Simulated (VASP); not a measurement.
# WSe2 in VASP: a series of runs

Runs on WSe2. Level: PBE+D3(BJ). Tasks: single point.

All numbers are computed with VASP 6.6.1; they aren't measurements. Logs are shortened: lines on timing, memory, paths and dates and some standing lists are left out, and cuts for length are marked.

## 1. The cell of the first run

The cell holds a slab with vacuum, 3 atoms: a = 3.198 Å, b = 3.198 Å, c = 32.737 Å, α = 90.00°, β = 90.00°, γ = 120.00°.

## 2. Single point, PBE+D3(BJ)

Input file INCAR:

```
SYSTEM = WSe2
PREC = Accurate ; ENCUT = 520
EDIFF = 1E-6 ; ISMEAR = 0
SIGMA = 0.02 ; LREAL = .False.
LASPH = .True. ; NELM = 80
ALGO = Normal ; ISIF = 2
LWAVE = .False. ; LCHARG = .True.
LDIPOL = .True. ; IDIPOL = 3
DIPOL = 0.5 0.5 0.500 ; GGA = PE
IVDW = 12 ; LELF = .True.
LVHAR = .True. ; LVACPOTAV = .True.
NBANDS = 20
```

Input file KPOINTS:

```
Automatic mesh
0
Gamma
  9 9 1
  0 0 0
```

Input file POSCAR:

```
WSe2
1.0
    3.1980000000      0.0000000000      0.0000000000
   -1.5990000000      2.7695492413      0.0000000000
    0.0000000000      0.0000000000     32.7373831004
Se W
2 1
Direct
    0.3333333333      0.6666666667      0.4485450625
    0.3333333333      0.6666666667      0.5514549375
    0.6666666667      0.3333333333      0.5000000000
```

Potentials or basis: VASP PAW PBE potentials, release 64 (Se, W_sv).

On the command line:

```
$ cat potpaw_PBE.64/Se/POTCAR potpaw_PBE.64/W_sv/POTCAR > POTCAR
$ mpirun -np 1 vasp_std > vasp.out
```

OUTCAR:

```text
SYSTEM = WSe2
   PREC = Accurate
   ENCUT = 520
   EDIFF = 1E-6
   ISMEAR = 0
   LREAL = .False.
   LASPH = .True.
   NELM = 80
   ISIF = 2
   GGA = PE
   IVDW = 12
 IVDW          = 12

 ion  position               nearest neighbor table
   1  0.333  0.667  0.449-   3 2.50   3 2.50   3 2.50
   2  0.333  0.667  0.551-   3 2.50   3 2.50   3 2.50
   3  0.667  0.333  0.500-   1 2.50   2 2.50   1 2.50   2 2.50   1 2.50   2 2.50

  LATTYP: Found a hexagonal cell.
 ALAT       =     3.1980000000
 C/A-ratio  =    10.2368302378

  Lattice vectors:

 A1 = (   3.1980000000,   0.0000000000,   0.0000000000)
 A2 = (  -1.5990000000,   2.7695492413,   0.0000000000)
 A3 = (   0.0000000000,   0.0000000000,  32.7373831004)

Analysis of symmetry for initial positions (statically):
=====================================================================
 Subroutine PRICEL returns:
 Original cell was already a primitive cell.

 Routine SETGRP: Setting up the symmetry group for a
 hexagonal supercell.

 Subroutine GETGRP returns: Found 12 space group operations
 (whereof 12 operations were pure point group operations)
 out of a pool of 24 trial point group operations.

The static configuration has the point symmetry D_3h.

Analysis of symmetry for dynamics (positions and initial velocities):
=====================================================================
 Subroutine PRICEL returns:
 Original cell was already a primitive cell.

 Routine SETGRP: Setting up the symmetry group for a
 hexagonal supercell.

 Subroutine GETGRP returns: Found 12 space group operations
 (whereof 12 operations were pure point group operations)
 out of a pool of 24 trial point group operations.

The dynamic configuration has the point symmetry D_3h.

 Subroutine INISYM returns: Found 12 space group operations
 (whereof 12 operations are pure point group operations),
 and found     1 'primitive' translations

----------------------------------------------------------------------------------------

                                     Primitive cell

  volume of cell :     289.9556

  direct lattice vectors                    reciprocal lattice vectors
     3.198000000  0.000000000  0.000000000     0.312695435  0.180534793  0.000000000
    -1.599000000  2.769549241  0.000000000     0.000000000  0.361069587  0.000000000
     0.000000000  0.000000000 32.737383100     0.000000000  0.000000000  0.030546119

  length of vectors
[... 71 lines left out ...]
   EDIFF  = 0.1E-05   stopping-criterion for ELM
   LREAL  =      F    real-space projection
   EDIFFG = 0.1E-04   stopping-criterion for IOM
   NSW    =      0    number of steps for IOM
   IBRION =     -1    ionic relax: 0-MD 1-quasi-New 2-CG
   NFREE  =      0    steps in history (QN), initial steepest desc. (CG)
   ISIF   =      2    stress and relaxation
   ISYM   =      2    0-nonsym 1-usesym 2-fastsym
   POTIM  = 0.5000    time-step for ionic-motion
   TEBEG  =    0.0;   TEEND  =   0.0 temperature during run
   PSTRESS=    0.0 pullay stress
   NELECT =      26.0000    total number of electrons
   NUPDOWN=      -1.0000    fix difference up-down
   EMIN   =  10.00;   EMAX   =-10.00  energy-range for DOS
   EFERMI =   0.00;   METHOD = LEGACY
   ISMEAR =     0;   SIGMA  =   0.02  broadening in eV -4-tet -1-fermi 0-gaus
   EFERMI_NEDOS =   21; number of points for ismear=-14 and -15
   IALGO  =     38    algorithm
   IMIX   =      4    mixing-type and parameters
     AMIX     =   0.40;   BMIX     =  1.00
     AMIX_MAG =   1.60;   BMIX_MAG =  1.00
  volume/ion in A,a.u.               =      96.65       652.24
  Fermi-wavevector in a.u.,A,eV,Ry     =   0.732749  1.384695  7.305262  0.536922
  Thomas-Fermi vector in A             =   1.825289
   LORBIT       =      0    0 simple, 1 ext, 2 COOP (PROOUT), +10 PAW based schemes
   GGA     = PE    functional components
   LHFCALC =     F    Hartree Fock is set to
   AEXX    =    0.0000 exact exchange contribution
   IVDW    =    12    specifies the selected vdW correction
   LEPSILON=     F    determine dielectric tensor
   LRPA    =     F    only Hartree local field effects (RPA)
 non-spin polarized calculation
 Gauss-broadening in eV      SIGMA  =   0.02
  energy-cutoff  :      520.00
  volume of cell :      289.96
 maximum number of plane-waves:      7890
 NGX is ok and might be reduce to    24
   NGX = 11   NGY = 11   NGZ =121

 number of electron      26.0000004 magnetization

 dipolmoment           0.000000      0.000000      0.000000 electrons x Angstroem

 Free energy of the ion-electron system (eV)
  ---------------------------------------------------
  ext. energy  EPLUGINS =         0.00000000
  ---------------------------------------------------
  free energy    TOTEN  =       -21.46044520 eV

  energy without entropy =      -21.46044520  energy(sigma->0) =      -21.46044520

 E-fermi :  -2.4923     XC(G=0):  -2.5446

 val. band max:       -2.7137954469   @ k =   0.3333   0.3333   0.0000
 cond. band min:      -1.0023547914   @ k =   0.2222   0.1111   0.0000
 fundamental gap:      1.7114406555
 Fermi energy:        -2.4922510651

 k-point     1 :       0.0000    0.0000    0.0000
  band No.  band energies     occupation
      1     -76.6008      2.00000
      2     -40.9261      2.00000
      3     -40.7045      2.00000
      4     -40.7045      2.00000
      5     -17.8827      2.00000
      6     -16.5658      2.00000
[... 265 lines left out ...]
     19       4.0758      0.00000
     20       6.0251      0.00000

------------------------ aborting loop because EDIFF is reached ----------------------------------------

 Edisp (eV)   -1.06981

 E8    (eV) :    -0.5082

  FORCE on cell =-STRESS in cart. coord.  units (eV):
  Direction    XX          YY          ZZ          XY          YZ          ZX
  --------------------------------------------------------------------------------------
  -------------------------------------------------------------------------------------
  Total       3.37997     3.37997     2.29190     0.00000     0.00000     0.00000
  in kB      18.67637    18.67637    12.66411     0.00000     0.00000     0.00000
  external pressure =       16.67 kB  Pullay stress =        0.00 kB

 VOLUME and BASIS-vectors are now :
 -----------------------------------------------------------------------------
  energy-cutoff  :      520.00
  volume of cell :      289.96
      direct lattice vectors                 reciprocal lattice vectors
     3.198000000  0.000000000  0.000000000     0.312695435  0.180534793  0.000000000
    -1.599000000  2.769549241  0.000000000     0.000000000  0.361069587  0.000000000
     0.000000000  0.000000000 32.737383100     0.000000000  0.000000000  0.030546119

 POSITION                                       TOTAL-FORCE (eV/Angst)
 -----------------------------------------------------------------------------------
     -0.00000      1.84637     14.68419         0.000000      0.000000     -0.683981
     -0.00000      1.84637     18.05319         0.000000      0.000000      0.683981
      1.59900      0.92318     16.36869        -0.000000      0.000000      0.000000
 -----------------------------------------------------------------------------------
    total drift:                               -0.000000      0.000000      0.000000

  FREE ENERGIE OF THE ION-ELECTRON SYSTEM (eV)
  ---------------------------------------------------
  free  energy   TOTEN  =       -22.5302545042 eV

  energy  without entropy=      -22.5302545042  energy(sigma->0) =      -22.53025450

 vacuum level on the upper side and lower side of the slab         2.297         2.297
```

OSZICAR:

```text
N       E                     dE             d eps       ncg     rms          rms(c)
DAV:   1     0.179843792846E+03    0.17984E+03   -0.12454E+04   584   0.964E+02
DAV:   2    -0.512757016676E+01   -0.18497E+03   -0.17720E+03   684   0.208E+02
DAV:   3    -0.220896763593E+02   -0.16962E+02   -0.16894E+02   664   0.648E+01
[... 13 lines left out ...]
DAV:  17    -0.214604140229E+02   -0.37043E-04   -0.95585E-07   540   0.435E-03    0.230E-03
DAV:  18    -0.214604334801E+02   -0.19457E-04   -0.10040E-06   520   0.301E-03    0.131E-03
DAV:  19    -0.214604406965E+02   -0.72164E-05   -0.18840E-07   468   0.166E-03    0.889E-04
DAV:  20    -0.214604447995E+02   -0.41030E-05   -0.11430E-07   412   0.800E-04    0.493E-04
DAV:  21    -0.214604451980E+02   -0.39850E-06   -0.40410E-09   372   0.228E-04
   1 F= -.22530255E+02 E0= -.22530255E+02  d E =-.142886E-56
```

Wall time 72 s (1 thread of AMD EPYC 9R45 (Zen 5), shared host); peak memory 0.38 GiB.

Results:

```yaml
Free_energy: -22.5303 eV
Largest_force: 0.684 eV/Å
Band_gap_on_the_k_mesh: 1.71 eV, indirect (least direct gap 1.98 eV)
Dispersion_energy_per_atom: -0.357 eV
```

Forces in eV/Å, atoms in the order of the input:
```
Se   0.000  0.000 -0.684
Se   0.000  0.000  0.684
W    0.000  0.000  0.000
```

Caveat: spin-orbit coupling is left out, which moves the levels of the heavy elements.

## 3. Single point, PBE+D3(BJ)

Input file INCAR:

```
ALGO = Normal
DIPOL = 0.5 0.5 0.500
EDIFF = 1E-6
ENCUT = 520
GGA = PE
IDIPOL = 3
ISIF = 2
ISMEAR = 0
IVDW = 12
LASPH = True
LCHARG = False
LDIPOL = True
LREAL = False
LWAVE = False
NBANDS = 20
NELM = 60
PREC = Accurate
SIGMA = 0.02
```

Input file KPOINTS:

```
k-points
0
Gamma
  9 9 1
```

Input file POSCAR:

```
WSe2
1.0
    3.1980000000      0.0000000000      0.0000000000
   -1.5990000000      2.7695492413      0.0000000000
    0.0000000000      0.0000000000     32.7373831004
Se W
2 1
Direct
    0.3333333333      0.6666666667      0.4467581146
    0.3333333333      0.6666666667      0.5532418854
    0.6666666667      0.3333333333      0.5000000000
```

Potentials or basis: VASP PAW PBE potentials, release 64 (Se, W_sv).

On the command line:

```
$ cat potpaw_PBE.64/Se/POTCAR potpaw_PBE.64/W_sv/POTCAR > POTCAR
$ mpirun -np 1 vasp_std > vasp.out
```

OUTCAR:

```text
EDIFF = 1E-6
   ENCUT = 520
   GGA = PE
   ISIF = 2
   ISMEAR = 0
   IVDW = 12
   LASPH = True
   LREAL = False
   NELM = 60
   PREC = Accurate
 IVDW          = 12

 ion  position               nearest neighbor table
   1  0.333  0.667  0.447-   3 2.54   3 2.54   3 2.54
   2  0.333  0.667  0.553-   3 2.54   3 2.54   3 2.54
   3  0.667  0.333  0.500-   1 2.54   2 2.54   1 2.54   2 2.54   1 2.54   2 2.54

  LATTYP: Found a hexagonal cell.
 ALAT       =     3.1980000000
 C/A-ratio  =    10.2368302378

  Lattice vectors:

 A1 = (   3.1980000000,   0.0000000000,   0.0000000000)
[... 462 lines left out ...]
  --------------------------------------------------------------------------------------
  -------------------------------------------------------------------------------------
  Total       2.03170     2.03170    -1.30668     0.00000     0.00000     0.00000
  in kB      11.22636    11.22636    -7.22017     0.00000     0.00000     0.00000
  external pressure =        5.08 kB  Pullay stress =        0.00 kB

 VOLUME and BASIS-vectors are now :
 -----------------------------------------------------------------------------
  energy-cutoff  :      520.00
  volume of cell :      289.96
      direct lattice vectors                 reciprocal lattice vectors
     3.198000000  0.000000000  0.000000000     0.312695435  0.180534793  0.000000000
    -1.599000000  2.769549241  0.000000000     0.000000000  0.361069587  0.000000000
     0.000000000  0.000000000 32.737383100     0.000000000  0.000000000  0.030546119

 POSITION                                       TOTAL-FORCE (eV/Angst)
 -----------------------------------------------------------------------------------
     -0.00000      1.84637     14.62569         0.000000     -0.000000      0.371418
     -0.00000      1.84637     18.11169         0.000000     -0.000000     -0.371418
      1.59900      0.92318     16.36869        -0.000000      0.000000     -0.000000
 -----------------------------------------------------------------------------------
    total drift:                               -0.000000      0.000000      0.000000

  FREE ENERGIE OF THE ION-ELECTRON SYSTEM (eV)
  ---------------------------------------------------
  free  energy   TOTEN  =       -22.5468259367 eV

  energy  without entropy=      -22.5468259367  energy(sigma->0) =      -22.54682594

 vacuum level on the upper side and lower side of the slab         2.280         2.280
```

OSZICAR:

```text
N       E                     dE             d eps       ncg     rms          rms(c)
DAV:   1     0.177448874322E+03    0.17745E+03   -0.12433E+04   584   0.964E+02
DAV:   2    -0.469747100375E+01   -0.18215E+03   -0.17289E+03   664   0.207E+02
DAV:   3    -0.221502653468E+02   -0.17453E+02   -0.17385E+02   660   0.649E+01
[... 14 lines left out ...]
DAV:  18    -0.214909774432E+02   -0.24825E-04   -0.10467E-06   508   0.280E-03    0.570E-04
DAV:  19    -0.214909864894E+02   -0.90462E-05   -0.24024E-07   464   0.143E-03    0.112E-03
DAV:  20    -0.214909894743E+02   -0.29849E-05   -0.79406E-08   424   0.800E-04    0.234E-04
DAV:  21    -0.214909905528E+02   -0.10785E-05   -0.20261E-08   368   0.324E-04    0.101E-04
DAV:  22    -0.214909908727E+02   -0.31992E-06   -0.55936E-09   336   0.174E-04
   1 F= -.22546826E+02 E0= -.22546826E+02  d E =-.114377E-29
```

stdout:

```text
POSCAR found type information on POSCAR SeW
 POSCAR found :  2 types and       3 ions
 scaLAPACK will be used
 LDA part: xc-table for (Slater+PW92), standard interpolation
 POSCAR, INCAR and KPOINTS ok, starting setup
 FFT: planning ... GRIDC
 FFT: planning ... GRID_SOFT
 FFT: planning ... GRID
 WAVECAR not read
 entering main loop
```

Wall time 79 s (1 thread of AMD EPYC 9R45 (Zen 5), shared host); peak memory 0.37 GiB.

Results:

```
Free energy                : -22.5468 eV
Largest force              : 0.371 eV/Å
Band gap on the k mesh     : 1.51 eV, indirect (least direct gap 2.11 eV)
Dispersion energy per atom : -0.352 eV
```

Forces on the atoms (eV/Å):
```
Se   0.000  0.000  0.371
Se   0.000  0.000 -0.371
W    0.000  0.000  0.000
```

Levels at points of the mesh, in eV from the valence-band top:
```csv
k point,band 9,band 10,band 11,band 12,band 13,band 14,band 15,band 16,band 17,band 18
"(0.00, 0.00, 0.00)",-1.98,-1.98,-0.84,-0.80,-0.80,3.23,3.23,3.28,3.28,4.25
```

Caveat: spin-orbit coupling is left out, which moves the levels of the heavy elements.

## 4. Single point, PBE+D3(BJ)

This run uses another cell than the first one, of 99.33 Å³/atom, 1.028 times its volume.

Input file INCAR:

```
SYSTEM = WSe2
  PREC = Accurate
  ENCUT = 520
  EDIFF = 1E-7
  ISMEAR = 0
  SIGMA = 0.02
  LREAL = .False.
  LASPH = .True.
  NELM = 100
  ALGO = Normal
  ISIF = 2
  LWAVE = .False.
  LCHARG = .False.
  LDIPOL = .True.
  IDIPOL = 3
  DIPOL = 0.5 0.5 0.500
  GGA = PE
  IVDW = 12
  NBANDS = 20
```

Input file KPOINTS:

```
Automatic mesh
0
Gamma
  9 9 1
  0 0 0
```

Input file POSCAR:

```
WSe2
1.0
    3.2420000000      0.0000000000      0.0000000000
   -1.6210000000      2.8076543591      0.0000000000
    0.0000000000      0.0000000000     32.7373831004
Se W
2 1
Direct
    0.3333333333      0.6666666667      0.4512178480
    0.3333333333      0.6666666667      0.5487821520
    0.6666666667      0.3333333333      0.5000000000
```

On the command line:

```
$ cat potpaw_PBE.64/Se/POTCAR potpaw_PBE.64/W_sv/POTCAR > POTCAR
$ mpirun -np 1 vasp_std > vasp.out
```

Wall time 87 s (1 thread of AMD EPYC 9R45 (Zen 5), shared host); peak memory 0.37 GiB.

Results (log left out):

| Property | Result |
| --- | --- |
| Free energy | -22.3854 eV |
| Largest force | 2.161 eV/Å |
| Band gap on the k mesh | 1.61 eV, direct |
| Dispersion energy per atom | -0.353 eV |

Forces in eV/Å, atoms in the order of the input:
```
Se   0.000  0.000 -2.161
Se   0.000  0.000  2.161
W    0.000  0.000  0.000
```

Levels at points of the mesh, in eV from the valence-band top:
| k point | band 11 | band 12 | band 13 | band 14 | band 15 | band 16 |
| --- | --- | --- | --- | --- | --- | --- |
| (0.00, 0.00, 0.00) | -1.39 | -1.39 | -0.18 | 3.26 | 3.26 | 3.62 |

Caveat: spin-orbit coupling is left out, which moves the levels of the heavy elements.

[end of part 1 of 2]
